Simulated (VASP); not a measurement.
# NaH (I4/mmm) in VASP: a series of runs

Runs on NaH. Level: LDA. Tasks: single point.

Everything below comes from runs of VASP 6.6.1. Logs are shortened: lines on timing, memory, paths and dates and some standing lists are left out, and cuts for length are marked.

### Step 1. The cell of the first run

It takes space group I4/mmm (No. 139, tetragonal). Conventional cell: a = 3.451 Å, b = 3.451 Å, c = 4.734 Å, α = 90.00°, β = 90.00°, γ = 90.00°. Na (site symmetry 4/mmm) has 6 H at 2.37 to 2.44 Å within 3.1 Å. Within 3.1 Å of H (site symmetry 4/mmm) lie 6 Na at 2.37 to 2.44 Å.

### Step 2. Single point, LDA (strain +0.000 along x and y, -0.030 along z)

Contents of INCAR:

```
ALGO = Normal
EDIFF = 1E-7
ENCUT = 520
ISIF = 2
ISMEAR = 0
LASPH = T
LCHARG = F
LREAL = F
LWAVE = F
NBANDS = 11
NELM = 80
PREC = Accurate
SIGMA = 0.05
```

Contents of KPOINTS:

```
k-points
0
Gamma
  8 8 8
```

Contents of POSCAR:

```
NaH
1.0
    0.0000000000      2.4400000000      2.3668000000
    2.4400000000      0.0000000000      2.3668000000
    2.4400000000      2.4400000000      0.0000000000
Na H
1 1
Direct
    0.0000000000      0.0000000000      0.0000000000
    0.5000000000      0.5000000000      0.5000000000
```

Potentials or basis: VASP PAW LDA potentials, release 64 (Na_pv, H).

Run with:

```sh
> cat potpaw_LDA.64/Na_pv/POTCAR potpaw_LDA.64/H/POTCAR > POTCAR
> mpirun -np 1 vasp_std > vasp.out
```

OUTCAR:

```text
EDIFF = 1E-7
   ENCUT = 520
   ISIF = 2
   ISMEAR = 0
   LASPH = T
   LREAL = F
   NELM = 80
   PREC = Accurate

 ion  position               nearest neighbor table
   1  0.000  0.000  0.000-
   2  0.500  0.500  0.500-

  LATTYP: Found a body centered tetragonal cell.
 ALAT       =     3.4506810922
 C/A-ratio  =     1.3717871555

  Lattice vectors:

 A1 = (   0.0000000000,  -2.4400000000,  -2.3668000000)
 A2 = (   0.0000000000,   2.4400000000,  -2.3668000000)
 A3 = (   2.4400000000,   0.0000000000,   2.3668000000)

Analysis of symmetry for initial positions (statically):
=====================================================================
 Subroutine PRICEL returns:
 Original cell was already a primitive cell.

 Routine SETGRP: Setting up the symmetry group for a
 body centered tetragonal supercell.

 Subroutine GETGRP returns: Found 16 space group operations
 (whereof 16 operations were pure point group operations)
 out of a pool of 16 trial point group operations.

The static configuration has the point symmetry D_4h.

Analysis of symmetry for dynamics (positions and initial velocities):
=====================================================================
 Subroutine PRICEL returns:
 Original cell was already a primitive cell.

 Routine SETGRP: Setting up the symmetry group for a
 body centered tetragonal supercell.

 Subroutine GETGRP returns: Found 16 space group operations
 (whereof 16 operations were pure point group operations)
 out of a pool of 16 trial point group operations.

The dynamic configuration has the point symmetry D_4h.

 Subroutine INISYM returns: Found 16 space group operations
 (whereof 16 operations are pure point group operations),
 and found     1 'primitive' translations

----------------------------------------------------------------------------------------

                                     Primitive cell

  volume of cell :      28.1820

  direct lattice vectors                    reciprocal lattice vectors
     0.000000000  2.440000000  2.366800000    -0.204918033  0.204918033  0.211255704
     2.440000000  0.000000000  2.366800000     0.204918033 -0.204918033  0.211255704
     2.440000000  2.440000000  0.000000000     0.204918033  0.204918033 -0.211255704

  length of vectors
     3.399314966  3.399314966  3.450681092     0.358624836  0.358624836  0.358624836

  position of ions in fractional coordinates (direct lattice)
     0.000000000  0.000000000  0.000000000
     0.500000000  0.500000000  0.500000000

  ion indices of the primitive-cell ions
   primitive index   ion index
                 1           1
                 2           2

----------------------------------------------------------------------------------------

 KPOINTS: k-points

Automatic generation of k-mesh.
 Grid dimensions read from file:
 generate k-points for:    8    8    8

 Generating k-lattice:

  Cartesian coordinates                     Fractional coordinates (reciprocal lattice)
    -0.025614754  0.025614754  0.026406963     0.125000000 -0.000000000  0.000000000
     0.025614754 -0.025614754  0.026406963    -0.000000000  0.125000000  0.000000000
     0.025614754  0.025614754 -0.026406963     0.000000000  0.000000000  0.125000000

  Length of vectors
     0.044828104  0.044828104  0.044828104

  Shift w.r.t. Gamma in fractional coordinates (k-lattice)
     0.000000000  0.000000000  0.000000000

 Subroutine IBZKPT returns following result:
 ===========================================

 Found     59 irreducible k-points:

 Following reciprocal coordinates:
            Coordinates               Weight
  0.000000  0.000000  0.000000      1.000000
  0.125000 -0.000000  0.000000      8.000000
  0.250000 -0.000000  0.000000      8.000000
  0.375000  0.000000  0.000000      8.000000
  0.500000 -0.000000  0.000000      4.000000
  0.125000  0.125000  0.000000      2.000000
[... 16 lines left out ...]
  0.250000 -0.000000  0.125000     16.000000
  0.375000  0.000000  0.125000     16.000000
 [... further k-points ...]
   k-points           NKPTS =     59   k-points in BZ     NKDIM =     59   number of bands    NBANDS=     11
   number of dos      NEDOS =    301   number of ions     NIONS =      2
   total plane-waves  NPLWV =  21952
   dimension x,y,z NGX =    28 NGY =   28 NGZ =   28
   dimension x,y,z NGXF=    56 NGYF=   56 NGZF=   56
   ions per type =               1   1
   NGX,Y,Z   is equivalent  to a cutoff of  13.69, 13.69, 13.49 a.u.
   NGXF,Y,Z  is equivalent  to a cutoff of  27.39, 27.39, 26.98 a.u.
 SYSTEM =  unknown system
   PREC   = accura    normal or accurate (medium, high low for compatibility)
   ISTART =      0    job   : 0-new  1-cont  2-samecut
   ICHARG =      2    charge: 1-file 2-atom 10-const
   ISPIN  =      1    spin polarized calculation?
   LNONCOLLINEAR =      F non collinear calculations
   LSORBIT =      F    spin-orbit coupling
   LASPH  =      T    aspherical Exc in radial PAW
   ENCUT  =  520.0 eV  38.22 Ry    6.18 a.u.   6.32  6.32  6.42*2*pi/ulx,y,z
   NELM   =     80;   NELMIN=  2; NELMDL= -5     # of ELM steps
   EDIFF  = 0.1E-06   stopping-criterion for ELM
   LREAL  =      F    real-space projection
   EDIFFG = 0.1E-05   stopping-criterion for IOM
   NSW    =      0    number of steps for IOM
   IBRION =     -1    ionic relax: 0-MD 1-quasi-New 2-CG
   NFREE  =      0    steps in history (QN), initial steepest desc. (CG)
   ISIF   =      2    stress and relaxation
   ISYM   =      2    0-nonsym 1-usesym 2-fastsym
   POTIM  = 0.5000    time-step for ionic-motion
   TEBEG  =    0.0;   TEEND  =   0.0 temperature during run
   PSTRESS=    0.0 pullay stress
   NELECT =       8.0000    total number of electrons
   NUPDOWN=      -1.0000    fix difference up-down
   EMIN   =  10.00;   EMAX   =-10.00  energy-range for DOS
   EFERMI =   0.00;   METHOD = LEGACY
   ISMEAR =     0;   SIGMA  =   0.05  broadening in eV -4-tet -1-fermi 0-gaus
   EFERMI_NEDOS =   21; number of points for ismear=-14 and -15
   IALGO  =     38    algorithm
   IMIX   =      4    mixing-type and parameters
     AMIX     =   0.40;   BMIX     =  1.00
     AMIX_MAG =   1.60;   BMIX_MAG =  1.00
  volume/ion in A,a.u.               =      14.09        95.09
  Fermi-wavevector in a.u.,A,eV,Ry     =   1.075923  2.033199 15.750237  1.157610
  Thomas-Fermi vector in A             =   2.211793
   LORBIT       =      0    0 simple, 1 ext, 2 COOP (PROOUT), +10 PAW based schemes
   GGA     = CA    functional components
   LHFCALC =     F    Hartree Fock is set to
   AEXX    =    0.0000 exact exchange contribution
   IVDW    =     0    specifies the selected vdW correction
   LEPSILON=     F    determine dielectric tensor
   LRPA    =     F    only Hartree local field effects (RPA)
 non-spin polarized calculation
 Gauss-broadening in eV      SIGMA  =   0.05
  energy-cutoff  :      520.00
  volume of cell :       28.18
 maximum number of plane-waves:       773
 NGX is ok and might be reduce to    28
   NGX = 13   NGY = 13   NGZ = 13

 number of electron       7.9999995 magnetization

 Free energy of the ion-electron system (eV)
  ---------------------------------------------------
  ext. energy  EPLUGINS =         0.00000000
  ---------------------------------------------------
  free energy    TOTEN  =        -5.39072742 eV

  energy without entropy =       -5.39072742  energy(sigma->0) =       -5.39072742

 E-fermi :  -0.9263     XC(G=0):  -8.2368

 val. band max:       -1.2014102395   @ k =  -0.2500   0.5000   0.2500
 cond. band min:       2.1997563709   @ k =   0.5000  -0.0000   0.0000
 fundamental gap:      3.4011666104
 Fermi energy:        -0.9262591510

 k-point     1 :       0.0000    0.0000    0.0000
  band No.  band energies     occupation
      1     -23.3863      2.00000
      2     -23.3863      2.00000
      3     -23.3773      2.00000
      4      -5.0043      2.00000
      5       9.1686      0.00000
      6      13.9379      0.00000
      7      13.9379      0.00000
      8      14.0999      0.00000
      9      14.9739      0.00000
     10      14.9739      0.00000
     11      14.9839      0.00000

 k-point     2 :       0.1250   -0.0000    0.0000
  band No.  band energies     occupation
      1     -23.3988      2.00000
      2     -23.3883      2.00000
      3     -23.3809      2.00000
      4      -4.7302      2.00000
      5       8.2338      0.00000
      6      11.4542      0.00000
      7      13.1331      0.00000
      8      13.3240      0.00000
      9      15.8868      0.00000
     10      15.9412      0.00000
     11      16.1047      0.00000

 k-point     3 :       0.2500   -0.0000    0.0000
  band No.  band energies     occupation
      1     -23.4331      2.00000
      2     -23.3933      2.00000
      3     -23.3851      2.00000
      4      -3.9479      2.00000
      5       5.8013      0.00000
      6      10.0708      0.00000
      7      12.3075      0.00000
      8      12.6170      0.00000
      9      15.5394      0.00000
     10      16.0998      0.00000
     11      17.2581      0.00000

 k-point     4 :       0.3750    0.0000    0.0000
  band No.  band energies     occupation
      1     -23.4674      2.00000
      2     -23.3982      2.00000
      3     -23.3887      2.00000
      4      -2.8369      2.00000
      5       3.3726      0.00000
      6       9.5190      0.00000
      7      11.8072      0.00000
      8      12.2115      0.00000
      9      14.7407      0.00000
     10      15.3231      0.00000
     11      17.4658      0.00000
[... 239 lines left out ...]
 k-point    22 :       0.1250    0.0000    0.1250
  band No.  band energies     occupation
      1     -23.4003      2.00000
      2     -23.3905      2.00000
      3     -23.3824      2.00000
      4      -4.6488      2.00000
      5       8.1242      0.00000
      6      12.0161      0.00000
      7      12.0739      0.00000
      8      12.1546      0.00000
      9      15.4111      0.00000
     10      16.7816      0.00000
     11      17.5957      0.00000

 k-point    23 :       0.2500   -0.0000    0.1250
  band No.  band energies     occupation
      1     -23.4242      2.00000
      2     -23.3952      2.00000
      3     -23.3879      2.00000
      4      -4.0477      2.00000
      5       6.5450      0.00000
      6       9.5883      0.00000
      7      11.3589      0.00000
      8      13.2183      0.00000
      9      14.3677      0.00000
     10      16.5609      0.00000
     11      18.3373      0.00000

 k-point    24 :       0.3750    0.0000    0.1250
  band No.  band energies     occupation
      1     -23.4557      2.00000
      2     -23.4013      2.00000
      3     -23.3929      2.00000
      4      -3.0433      2.00000
      5       4.2645      0.00000
      6       8.3928      0.00000
      7      11.0457      0.00000
      8      12.7573      0.00000
      9      14.5174      0.00000
     10      17.1415      0.00000
     11      17.6563      0.00000

 [... further k-points ...]
[... 5 lines left out ...]
  --------------------------------------------------------------------------------------
  -------------------------------------------------------------------------------------
  Total       -0.4158857     -0.4158857     -0.2605092      0.0000000     -0.0000000      0.0000000
  in kB      -23.6435875    -23.6435875    -14.8102492      0.0000000     -0.0000000      0.0000000
  external PRESSURE =     -20.6991414 kB  Pullay stress =       0.0000000 kB

 VOLUME and BASIS-vectors are now :
 -----------------------------------------------------------------------------
  energy-cutoff  :      520.00
  volume of cell :       28.18
      direct lattice vectors                 reciprocal lattice vectors
     0.000000000  2.440000000  2.366800000    -0.204918033  0.204918033  0.211255704
     2.440000000  0.000000000  2.366800000     0.204918033 -0.204918033  0.211255704
     2.440000000  2.440000000  0.000000000     0.204918033  0.204918033 -0.211255704

 POSITION                                       TOTAL-FORCE (eV/Angst)
 -----------------------------------------------------------------------------------
      0.00000      0.00000      0.00000         0.000000      0.000000      0.000000
      2.44000      2.44000      2.36680         0.000000      0.000000      0.000000
 -----------------------------------------------------------------------------------
    total drift:                               -0.000000     -0.000000     -0.000000

  FREE ENERGIE OF THE ION-ELECTRON SYSTEM (eV)
  ---------------------------------------------------
  free  energy   TOTEN  =        -5.3907274175 eV

  energy  without entropy=       -5.3907274175  energy(sigma->0) =       -5.39072742
```

Wall time 10 s (1 thread of Intel Xeon 6975P-C (Granite Rapids), shared host); peak memory 0.14 GiB.

What came out:

| Property | Result |
| --- | --- |
| Free energy | -5.3907 eV |
| Pressure | -2.1 GPa |
| Band gap on the k mesh | 3.40 eV, indirect (least direct gap 4.33 eV) |

Stress tensor (GPa, compression positive):
```
-2.36  0.00  0.00
 0.00 -2.36  0.00
 0.00  0.00 -1.48
```

Caveat: the cell differs from its parent crystal (strain +0.000 along x and y, -0.030 along z).

### Step 3. Single point, LDA (strain -0.030 along x and y, +0.015 along z)

Contents of INCAR:

```
SYSTEM = NaH
  PREC = Accurate
  ENCUT = 520
  EDIFF = 1E-6
  ISMEAR = 0
  SIGMA = 0.05
  LREAL = .FALSE.
  LASPH = .TRUE.
  NELM = 100
  ALGO = Normal
  ISIF = 2
  LWAVE = .FALSE.
  LCHARG = .FALSE.
  NBANDS = 11
```

Contents of KPOINTS:

```
regular mesh
0
G
  8 8 8
  0 0 0
```

Contents of POSCAR:

```
NaH
1.0
    0.0000000000      2.3668000000      2.4766000000
    2.3668000000      0.0000000000      2.4766000000
    2.3668000000      2.3668000000      0.0000000000
Na H
1 1
Direct
    0.0000000000      0.0000000000      0.0000000000
    0.5000000000      0.5000000000      0.5000000000
```

Potentials or basis: VASP PAW LDA potentials, release 64 (Na_pv, H).

Run with:

```sh
> cat potpaw_LDA.64/Na_pv/POTCAR potpaw_LDA.64/H/POTCAR > POTCAR
> mpirun -np 1 vasp_std > vasp.out
```

Wall time 11 s (1 thread of Intel Xeon 6975P-C (Granite Rapids), shared host); peak memory 0.14 GiB.

The run converged. Its results:

- Free energy: -5.3939 eV
- Pressure: -1.7 GPa
- Band gap on the k mesh: 3.40 eV, indirect (least direct gap 4.35 eV)

Stress tensor (GPa, compression positive):
```
-1.29  0.00  0.00
 0.00 -1.29  0.00
 0.00  0.00 -2.60
```

Levels at points of the mesh, in eV from the valence-band top:
```
           k point  band 2  band 3  band 4  band 5  band 6  band 7
(0.00, 0.00, 0.00)  -22.18  -22.18   -3.88   10.46   15.12   15.37
(0.50, 0.00, 0.00)  -22.21  -22.19   -0.96    3.40   10.62   12.77
(0.50, 0.50, 0.00)  -22.21  -22.21   -0.41    3.95    9.99   10.77
(0.50, 0.00, 0.50)  -22.23  -22.22   -0.16    4.47    9.55   10.17
```

Caveat: the cell differs from its parent crystal (strain -0.030 along x and y, +0.015 along z). A k mesh can miss the band edges.

### Step 4. Single point, LDA (strain -0.015 along x and y, +0.000 along z)

Contents of INCAR:

```
ALGO = Normal ; EDIFF = 1E-6
ENCUT = 520 ; GGA = CA
ISIF = 2 ; ISMEAR = 0
LASPH = True ; LCHARG = False
LREAL = False ; LWAVE = False
NBANDS = 11 ; NELM = 80
PREC = Accurate ; SIGMA = 0.05
```

Contents of KPOINTS:

```
k-points
0
Gamma
  8 8 8
```

Contents of POSCAR:

```
NaH
1.0
    0.0000000000      2.4034000000      2.4400000000
    2.4034000000      0.0000000000      2.4400000000
    2.4034000000      2.4034000000      0.0000000000
Na H
1 1
Direct
    0.0000000000      0.0000000000      0.0000000000
    0.5000000000      0.5000000000      0.5000000000
```

Run with:

```sh
> cat potpaw_LDA.64/Na_pv/POTCAR potpaw_LDA.64/H/POTCAR > POTCAR
> mpirun -np 1 vasp_std > vasp.out
```

Run time: 10 s. Hardware: 1 thread of Intel Xeon 6975P-C (Granite Rapids), shared host; peak memory 0.14 GiB.

It converged, with:

```
Free energy            : -5.3918 eV
Pressure               : -2.1 GPa
Band gap on the k mesh : 3.40 eV, indirect (least direct gap 4.32 eV)
```

Stress tensor (GPa, compression positive):
```
-1.98  0.00  0.00
 0.00 -1.98  0.00
 0.00  0.00 -2.39
```

Levels at points of the mesh, in eV from the valence-band top:
| k point | band 1 | band 2 | band 3 | band 4 | band 5 | band 6 | band 7 | band 8 |
| --- | --- | --- | --- | --- | --- | --- | --- | --- |
| (0.00, 0.00, 0.00) | -22.19 | -22.18 | -22.18 | -3.81 | 10.38 | 15.13 | 15.21 | 15.21 |
| (0.50, 0.00, 0.00) | -22.28 | -22.20 | -22.20 | -0.93 | 3.40 | 10.57 | 12.95 | 13.17 |
| (0.50, 0.50, 0.00) | -22.28 | -22.22 | -22.22 | -0.26 | 4.17 | 9.76 | 10.44 | 10.44 |
| (0.50, 0.00, 0.50) | -22.27 | -22.22 | -22.22 | -0.18 | 4.35 | 9.61 | 10.24 | 10.27 |

Caveat: the cell differs from its parent crystal (strain -0.015 along x and y, +0.000 along z). A k mesh can miss the band edges.

### Step 5. Single point, LDA (strain +0.000 along x and y, -0.015 along z)

Contents of INCAR:

```
SYSTEM = NaH
PREC     = Accurate       ! precision mode
ENCUT    = 520            ! plane-wave cutoff, eV
EDIFF    = 1E-6           ! SCF threshold, eV
ISMEAR   = 0              ! smearing method
SIGMA    = 0.05           ! smearing width, eV
LREAL    = .FALSE.        ! projectors in reciprocal space
LASPH    = .TRUE.         ! aspherical terms in the spheres
NELM     = 60             ! most SCF steps
ALGO     = Normal         ! electronic algorithm
ISIF     = 2              ! what is computed and relaxed
LWAVE    = .FALSE.        ! write WAVECAR
LCHARG   = .FALSE.        ! write CHGCAR
GGA      = CA             ! functional
NBANDS   = 11             ! bands
```

Contents of KPOINTS:

```
regular mesh
0
G
  8 8 8
  0 0 0
```

Contents of POSCAR:

```
NaH
1.0
    0.0000000000      2.4400000000      2.4034000000
    2.4400000000      0.0000000000      2.4034000000
    2.4400000000      2.4400000000      0.0000000000
Na H
1 1
Direct
    0.0000000000      0.0000000000      0.0000000000
    0.5000000000      0.5000000000      0.5000000000
```

Run with:

```sh
> cat potpaw_LDA.64/Na_pv/POTCAR potpaw_LDA.64/H/POTCAR > POTCAR
> mpirun -np 1 vasp_std > vasp.out
```

Wall time 8.2 s (1 thread of Intel Xeon 6975P-C (Granite Rapids), shared host); peak memory 0.14 GiB.

Results (log left out):

```yaml
Free_energy: -5.3860 eV
Pressure: -2.4 GPa
Band_gap_on_the_k_mesh: 3.38 eV, indirect (least direct gap 4.29 eV)
```

Stress tensor (GPa, compression positive):
```
-2.53  0.00  0.00
 0.00 -2.53  0.00
 0.00  0.00 -2.13
```

Levels at points of the mesh, in eV from the valence-band top:
| k point | band 1 | band 2 | band 3 | band 4 | band 5 | band 6 | band 7 | band 8 | band 9 |
| --- | --- | --- | --- | --- | --- | --- | --- | --- | --- |
| (0.00, 0.00, 0.00) | -22.21 | -22.21 | -22.20 | -3.75 | 10.25 | 15.05 | 15.05 | 15.14 | 16.03 |
| (0.50, 0.00, 0.00) | -22.30 | -22.22 | -22.21 | -0.91 | 3.38 | 10.47 | 12.87 | 13.09 | 15.63 |
| (0.50, 0.50, 0.00) | -22.28 | -22.24 | -22.24 | -0.14 | 4.38 | 9.52 | 10.11 | 10.11 | 11.22 |
| (0.50, 0.00, 0.50) | -22.29 | -22.24 | -22.23 | -0.22 | 4.21 | 9.66 | 10.28 | 10.31 | 11.29 |

Caveat: the cell differs from its parent crystal (strain +0.000 along x and y, -0.015 along z).

(Continued in part 2 of 2.)
